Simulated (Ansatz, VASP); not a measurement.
SnO in VASP and in Ansatz

INCAR

```
SYSTEM = SnO
PREC     = Accurate       ! precision mode
ENCUT    = 520            ! plane-wave cutoff, eV
EDIFF    = 1E-8           ! SCF threshold, eV
ISMEAR   = -1             ! smearing method
SIGMA    = 0.01           ! smearing width, eV
LREAL    = .FALSE.        ! projectors in reciprocal space
LASPH    = .TRUE.         ! aspherical terms in the spheres
NELM     = 80             ! most SCF steps
ALGO     = Normal         ! electronic algorithm
ISIF     = 2              ! what is computed and relaxed
LWAVE    = .FALSE.        ! write WAVECAR
LCHARG   = .FALSE.        ! write CHGCAR
GGA      = PS             ! functional
LEFG     = .TRUE.       
NBANDS   = 28             ! bands
```

Contents of KPOINTS:

```
regular mesh
0
G
  8 8 6
  0 0 0
```

Contents of POSCAR:

```
SnO
1.0
    3.8020000000      0.0000000000      0.0000000000
    0.0000000000      3.8020000000      0.0000000000
    0.0000000000      0.0000000000      4.7392800000
Sn O
2 2
Direct
    0.0000000000      0.5000000000      0.2385000000
    0.5000000000      0.0000000000      0.7615000000
    0.0000000000      0.0000000000      0.0000000000
    0.5000000000      0.5000000000      0.0000000000
```

Input for Ansatz:

```yaml
crystal:
  lattice:
    - [3.802, 0.0, 0.0]
    - [0.0, 3.802, 0.0]
    - [0.0, 0.0, 4.73928]
  atoms:
    - { symbol: Sn, position: [0.0, 0.5, 0.2385] }
    - { symbol: Sn, position: [0.5, 0.0, 0.7615] }
    - { symbol: O, position: [0.0, 0.0, 0.0] }
    - { symbol: O, position: [0.5, 0.5, 0.0] }
kpoints:
  mp_grid: { grid: [8, 8, 6] }
scf:
  occupations: { method: fermi_dirac, width: 0.01 }
hamiltonian:
  xc: pbesol
  pseudopotentials: { kind: paw }
output:
  forces: true
  stress: true
  eigenvalues: true
  efg: { contact_densities: true }
  write_density: true
  write_potential: true
  elf: true
  volumetric_format: npy
```

Change from the starting cell: zz strain of -2 %, PAW files.

Alike in both runs: task electric field gradients; functional PBEsol; k mesh 8 × 8 × 6; occupations fermi-dirac, width 0.01 eV; no spin polarisation.

```csv
,VASP,Ansatz
version,VASP 6.6.1,Ansatz 0.2.0
potentials or method,"VASP PAW PBE potentials, release 64 (Sn_d, O)","PAW with Ansatz's default frozen-core files, scalar-relativistic"
plane-wave cutoff (eV),520,420
valence electrons in the cell,40,40
```

Ansatz gave:

```
pressure (GPa)                                                : 1.6
traceless stress, the component that is largest in VASP (GPa) : 0.36
rms of the force components (eV/Å)                            : 0.176
size of Vzz on the site where it differs most (V/Å²)          : 167.2
```

Question: What did VASP give for the same quantities?

Answer: Pressure (GPa): 1.9; traceless stress, the component that is largest in VASP (GPa): 0.36; rms of the force components (eV/Å): 0.212; size of Vzz on the site where it differs most (V/Å²): 158.9.

VASP's potentials were made for PBE, not for PBEsol. Atom by atom the forces differ by 0.036 eV/Å (rms over components).
